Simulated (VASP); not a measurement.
# Ti (Fm-3m) in VASP: single point with PBE

Aim: the single point of Ti with PBE.

All numbers are computed with VASP 6.6.1; they aren't measurements. Logs are shortened: lines on timing, memory, paths and dates and some standing lists are left out, and cuts for length are marked.

**1. The cell of the first run**

The structure is cubic, space group Fm-3m (No. 225). The conventional cell has a = 4.129 Å, b = 4.129 Å, c = 4.129 Å, α = 90.00°, β = 90.00°, γ = 90.00°. Ti (site symmetry m-3m) has 12 Ti at 2.92 Å within 3.8 Å.

**2. Single point, PBE, collinear spin, zero start**

Contents of INCAR:

```
SYSTEM = Ti
PREC = Accurate
ENCUT = 500
EDIFF = 1E-6
ISMEAR = -1
SIGMA = 0.1
LREAL = .False.
LASPH = .True.
NELM = 200
ALGO = Normal
ISIF = 2
LWAVE = .False.
LCHARG = .False.
ISPIN = 2
MAGMOM = 0
LORBIT = 11
LMAXMIX = 4
GGA = PE
NBANDS = 16
GGA_COMPAT = .False.
```

Contents of KPOINTS:

```
regular mesh
0
Gamma
  8 8 8
  0 0 0
```

Contents of POSCAR:

```
Ti
1.0
    0.0000000000      2.0645000000      2.0645000000
    2.0645000000      0.0000000000      2.0645000000
    2.0645000000      2.0645000000      0.0000000000
Ti
1
Direct
    0.0000000000      0.0000000000      0.0000000000
```

Potentials or basis: VASP PAW PBE potentials, release 64 (Ti_sv).

Run with:

```console
$ cat potpaw_PBE.64/Ti_sv/POTCAR > POTCAR
$ mpirun -np 1 vasp_std > vasp.out
```

OUTCAR:

```text
SYSTEM = Ti
   PREC = Accurate
   ENCUT = 500
   EDIFF = 1E-6
   ISMEAR = -1
   LREAL = .False.
   LASPH = .True.
   NELM = 200
   ISIF = 2
   ISPIN = 2
   LORBIT = 11
   GGA = PE

 ion  position               nearest neighbor table
   1  0.000  0.000  0.000-

  LATTYP: Found a face centered cubic cell.
 ALAT       =     4.1290000000

  Lattice vectors:

 A1 = (   0.0000000000,   2.0645000000,   2.0645000000)
 A2 = (   2.0645000000,   0.0000000000,   2.0645000000)
 A3 = (   2.0645000000,   2.0645000000,   0.0000000000)

Analysis of symmetry for initial positions (statically):
=====================================================================
 Subroutine PRICEL returns:
 Original cell was already a primitive cell.

 Routine SETGRP: Setting up the symmetry group for a
 face centered cubic supercell.

 Subroutine GETGRP returns: Found 48 space group operations
 (whereof 48 operations were pure point group operations)
 out of a pool of 48 trial point group operations.

The static configuration has the point symmetry O_h .

Analysis of symmetry for dynamics (positions and initial velocities):
=====================================================================
 Subroutine PRICEL returns:
 Original cell was already a primitive cell.

 Routine SETGRP: Setting up the symmetry group for a
 face centered cubic supercell.

 Subroutine GETGRP returns: Found 48 space group operations
 (whereof 48 operations were pure point group operations)
 out of a pool of 48 trial point group operations.

The dynamic configuration has the point symmetry O_h .

Analysis of structural, dynamic, and magnetic symmetry:
=====================================================================
 Subroutine PRICEL returns:
 Original cell was already a primitive cell.

 Routine SETGRP: Setting up the symmetry group for a
 face centered cubic supercell.

 Subroutine GETGRP returns: Found 48 space group operations
 (whereof 48 operations were pure point group operations)
 out of a pool of 48 trial point group operations.

The overall configuration has the point symmetry O_h .

 Subroutine INISYM returns: Found 48 space group operations
 (whereof 48 operations are pure point group operations),
 and found     1 'primitive' translations

----------------------------------------------------------------------------------------

                                     Primitive cell

[... 97 lines left out ...]
   TEBEG  =    0.0;   TEEND  =   0.0 temperature during run
   PSTRESS=    0.0 pullay stress
   NELECT =      12.0000    total number of electrons
   NUPDOWN=      -1.0000    fix difference up-down
   EMIN   =  10.00;   EMAX   =-10.00  energy-range for DOS
   EFERMI =   0.00;   METHOD = LEGACY
   ISMEAR =    -1;   SIGMA  =   0.10  broadening in eV -4-tet -1-fermi 0-gaus
   EFERMI_NEDOS =   21; number of points for ismear=-14 and -15
   IALGO  =     38    algorithm
   IMIX   =      4    mixing-type and parameters
     AMIX     =   0.40;   BMIX     =  1.00
     AMIX_MAG =   1.60;   BMIX_MAG =  1.00
  volume/ion in A,a.u.               =      17.60       118.76
  Fermi-wavevector in a.u.,A,eV,Ry     =   1.440933  2.722968 28.249600  2.076287
  Thomas-Fermi vector in A             =   2.559621
   LORBIT       =     11    0 simple, 1 ext, 2 COOP (PROOUT), +10 PAW based schemes
   GGA     = PE    functional components
   LHFCALC =     F    Hartree Fock is set to
   AEXX    =    0.0000 exact exchange contribution
   IVDW    =     0    specifies the selected vdW correction
   LEPSILON=     F    determine dielectric tensor
   LRPA    =     F    only Hartree local field effects (RPA)
 spin polarized calculation
  energy-cutoff  :      500.00
  volume of cell :       17.60
 maximum number of plane-waves:       459
 NGX is ok and might be reduce to    24
   NGX = 11   NGY = 11   NGZ = 11

 number of electron      12.0000000 magnetization      -0.0000032

 number of electron      12.0000000 magnetization       0.0000012

 Free energy of the ion-electron system (eV)
  ---------------------------------------------------
  ext. energy  EPLUGINS =         0.00000000
  ---------------------------------------------------
  free energy    TOTEN  =        -7.80223962 eV

  energy without entropy =       -7.74157922  energy(sigma->0) =       -7.77190942

 E-fermi :   8.0934     XC(G=0): -11.4372

 val. band max:        8.0842267823   @ k =  -0.2500   0.2500   0.0000
 cond. band min:       8.1625176606   @ k =   0.2500   0.0000   0.0000
 fundamental gap:      0.0782908782
 Fermi energy:         8.0933651965

 spin component 1

 k-point     1 :       0.0000    0.0000    0.0000
  band No.  band energies     occupation
      1     -48.6508      1.00000
      2     -24.5252      1.00000
      3     -24.5252      1.00000
      4     -24.5252      1.00000
      5       2.0174      1.00000
      6       8.9479      0.00019
[... 435 lines left out ...]
      5       6.5249      1.00000
      6       7.3291      0.99952
[... 8 lines left out ...]
     15      30.7410      0.00000
     16      34.5520      0.00000

 [... further k-points ...]

 spin component 2

 k-point     1 :       0.0000    0.0000    0.0000
  band No.  band energies     occupation
      1     -48.6508      1.00000
      2     -24.5252      1.00000
      3     -24.5252      1.00000
      4     -24.5252      1.00000
      5       2.0173      1.00000
      6       8.9479      0.00019
[... 435 lines left out ...]
      5       6.5249      1.00000
      6       7.3291      0.99952
[... 8 lines left out ...]
     15      30.7410      0.00000
     16      34.5520      0.00000

 [... further k-points ...]
[... 5 lines left out ...]
  --------------------------------------------------------------------------------------
  -------------------------------------------------------------------------------------
  Total       -0.1372318     -0.1372318     -0.1372318     -0.0000000      0.0000000     -0.0000000
  in kB      -12.4936873    -12.4936873    -12.4936873     -0.0000000      0.0000000     -0.0000000
  external PRESSURE =     -12.4936873 kB  Pullay stress =       0.0000000 kB

 VOLUME and BASIS-vectors are now :
 -----------------------------------------------------------------------------
  energy-cutoff  :      500.00
  volume of cell :       17.60
      direct lattice vectors                 reciprocal lattice vectors
     0.000000000  2.064500000  2.064500000    -0.242189392  0.242189392  0.242189392
     2.064500000  0.000000000  2.064500000     0.242189392 -0.242189392  0.242189392
     2.064500000  2.064500000  0.000000000     0.242189392  0.242189392 -0.242189392

 POSITION                                       TOTAL-FORCE (eV/Angst)
 -----------------------------------------------------------------------------------
      0.00000      0.00000      0.00000         0.000000      0.000000      0.000000
 -----------------------------------------------------------------------------------
    total drift:                                0.000000      0.000000      0.000000

  FREE ENERGIE OF THE ION-ELECTRON SYSTEM (eV)
  ---------------------------------------------------
  free  energy   TOTEN  =        -7.8022396247 eV

  energy  without entropy=       -7.7415792223  energy(sigma->0) =       -7.77190942

 total charge

# of ion       s       p       d       tot
------------------------------------------
    1        2.244   6.118   1.878  10.240

 magnetization (x)

# of ion       s       p       d       tot
------------------------------------------
    1       -0.000   0.000   0.000  -0.000
```

stdout:

```text
POSCAR found type information on POSCAR Ti
 POSCAR found :  1 types and       1 ions
 scaLAPACK will be used
 LDA part: xc-table for (Slater+PW92), standard interpolation
 POSCAR, INCAR and KPOINTS ok, starting setup
 FFT: planning ... GRIDC
 FFT: planning ... GRID_SOFT
 FFT: planning ... GRID
 WAVECAR not read
 entering main loop
```

Run time: 34 s. Hardware: 1 thread of Intel Xeon 8259CL, shared host; peak memory 0.15 GiB.

What came out:

```yaml
Free_energy: -7.8022 eV
Pressure: -1.2 GPa
Band_gap_on_the_k_mesh: zero (filled and empty bands overlap)
Net_moment: 0.00 μB per cell
Valence_electrons_inside_the_program's_atomic_spheres: Ti 10.24
```

Levels at points of the mesh, in eV from the Fermi level:
Spin up:
```csv
k point,band 4,band 5,band 6,band 7,band 8,band 9
"(0.00, 0.00, 0.00)",-32.62,-6.08,0.85,0.85,0.85,2.46
"(0.50, 0.00, 0.00)",-32.70,-2.57,0.59,0.75,0.75,3.50
"(0.50, 0.50, 0.00)",-32.84,-2.54,-1.68,2.77,3.50,3.77
```
Spin down:
```
           k point  band 4  band 5  band 6  band 7  band 8  band 9
(0.00, 0.00, 0.00)  -32.62   -6.08    0.85    0.85    0.85    2.46
(0.50, 0.00, 0.00)  -32.70   -2.57    0.59    0.75    0.75    3.50
(0.50, 0.50, 0.00)  -32.84   -2.54   -1.68    2.77    3.50    3.77
```
